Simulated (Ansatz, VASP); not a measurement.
MgI2 in VASP and in Ansatz

Contents of INCAR:

```
ALGO = Normal ; EDIFF = 1E-7
ENCUT = 520 ; GGA = PE
ISIF = 2 ; ISMEAR = -1
LASPH = T ; LCHARG = F
LREAL = F ; LWAVE = F
NBANDS = 15 ; NELM = 60
PREC = Accurate ; SIGMA = 0.02
```

The input KPOINTS:

```
k-points
0
Gamma
  6 6 6
```

Contents of POSCAR:

```
MgI2
1.0
    0.0000000000      3.5679345566      3.7597102482
    3.5679345566      0.0000000000      3.7597102482
    3.5679345566      3.5679345566      0.0000000000
Mg I
1 2
Direct
    0.0000000000      0.0000000000      0.0000000000
    0.2500000000      0.2500000000      0.2500000000
    0.7500000000      0.7500000000      0.7500000000
```

Input for Ansatz:

```yaml
crystal:
  lattice:
    - [0.0, 3.5679345566, 3.7597102482]
    - [3.5679345566, 0.0, 3.7597102482]
    - [3.5679345566, 3.5679345566, 0.0]
  atoms:
    - { symbol: Mg, position: [0.0, 0.0, 0.0] }
    - { symbol: I, position: [0.25, 0.25, 0.25] }
    - { symbol: I, position: [0.75, 0.75, 0.75] }
kpoints:
  mp_grid: { grid: [6, 6, 6] }
  band_path:
    path:
      - [0.0, 0.0, 0.0]
      - [0.5, 0.0, 0.5]
      - [0.625, 0.25, 0.625]
      - [0.375, 0.375, 0.75]
      - [0.5, 0.5, 0.5]
      - [0.5, 0.25, 0.75]
      - [0.0, 0.5, 0.5]
    npoints: 1
hamiltonian:
  xc: pbe
scf:
  occupations: { method: fermi_dirac, width: 0.02 }
  n_extra_bands: 4
output:
  forces: true
  stress: true
  eigenvalues: true
```

Change from the starting cell: epitaxial_xy strain -5.0%.

Alike in both runs: task single point; functional PBE; k mesh 6 × 6 × 6; occupations fermi-dirac, width 0.02 eV; no spin polarisation.

|  | VASP | Ansatz |
| --- | --- | --- |
| version | VASP 6.6.1 | Ansatz 0.2.0 |
| potentials or method | VASP PAW PBE potentials, release 64 (Mg, I) | plane waves, PAW |
| plane-wave cutoff (eV) | 520 | 420 |
| valence electrons in the cell | 16 | 44 |

Ansatz gave:

| Property | Result |
| --- | --- |
| pressure (GPa) | 4.2 |
| traceless stress, the component that is largest in VASP (GPa) | -3.82 |

Estimate VASP's values.

pressure (GPa): 4.1; traceless stress, the component that is largest in VASP (GPa): -3.82.

The functional is the same, so the differences come from potentials, cutoffs and numerics. VASP's potentials hold 16 valence electrons a cell and Ansatz's 44, so a difference there can come from the potentials and not from the codes.

Neither program's run includes spin-orbit coupling.
